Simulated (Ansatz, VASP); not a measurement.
**One calculation of Sc2GaS, two programs**

INCAR

```
PREC = Accurate ; ENCUT = 600
EDIFF = 1E-6 ; ISMEAR = 0
SIGMA = 0.1 ; LREAL = False
LASPH = True ; NELM = 60
ALGO = Normal ; ISIF = 3
LWAVE = False ; LCHARG = False
GGA = PE ; IBRION = 2
NSW = 90 ; EDIFFG = -0.04
```

File KPOINTS:

```
regular mesh
0
Gamma
  6 6 4
```

File POSCAR:

```
Sc2GaS
1.0
    4.6338607700      0.0000000000      0.0000000000
   -2.3169303800      4.0130411400      0.0000000000
    0.0000000000      0.0000000000      4.8252871400
Sc Ga S
2 1 1
Direct
    0.3333333300      0.6666666700      0.0000000000
    0.6666666700      0.3333333300      0.0000000000
    0.0000000000      0.0000000000      0.0000000000
    0.0000000000      0.0000000000      0.5000000000
```

Input for Ansatz:

```yaml
crystal:
  lattice:
    - [4.63386077, 0.0, 0.0]
    - [-2.31693038, 4.01304114, 0.0]
    - [0.0, 0.0, 4.82528714]
  atoms:
    - { symbol: Sc, position: [0.33333333, 0.66666667, 0.0] }
    - { symbol: Sc, position: [0.66666667, 0.33333333, 0.0] }
    - { symbol: Ga, position: [0.0, 0.0, 0.0] }
    - { symbol: S, position: [0.0, 0.0, 0.5] }
basis:
  ecutwfc: 420
kpoints:
  mp_grid: { grid: [6, 6, 4] }
hamiltonian:
  xc: pbe
scf:
  occupations: { method: gaussian, width: 0.1 }
  lower_state_search: "off"
output:
  forces: true
  stress: true
  eigenvalues: true
relax:
  adjacent_minimum: "off"
  f_tol: 0.04
  max_steps: 70
  cell: { stress_tol: 0.4 }
```

Alike in both runs: task relaxation of cell and atoms; functional PBE; k mesh 6 × 6 × 4; occupations gaussian, width 0.1 eV; no spin polarisation.

|  | VASP | Ansatz |
| --- | --- | --- |
| version | VASP 6.6.1 | Ansatz 0.2.0 |
| potentials or method | VASP PAW PBE potentials, release 64 (Sc_sv, Ga_d, S), cutoff 600 eV | scalar-relativistic, plane waves, PAW |
| valence electrons in the cell | 41 | 41 |

|  | VASP | Ansatz | Ansatz less VASP |
| --- | --- | --- | --- |
| gap on the k mesh at the Fermi level, each at its own relaxed structure (eV) | none | none | - |
| relaxed volume (Å³/atom) | 26.92 | 26.81 | -0.112 |
| relaxed length of the cell vector where the two differ most in proportion (Å) | 4.984 | 4.972 | -0.0115 |

A gap of «none» marks a metal or a gap that the smearing closes.

Noted on VASP's run: the volume moved by over 15 % at a fixed basis, so the end points are rough.
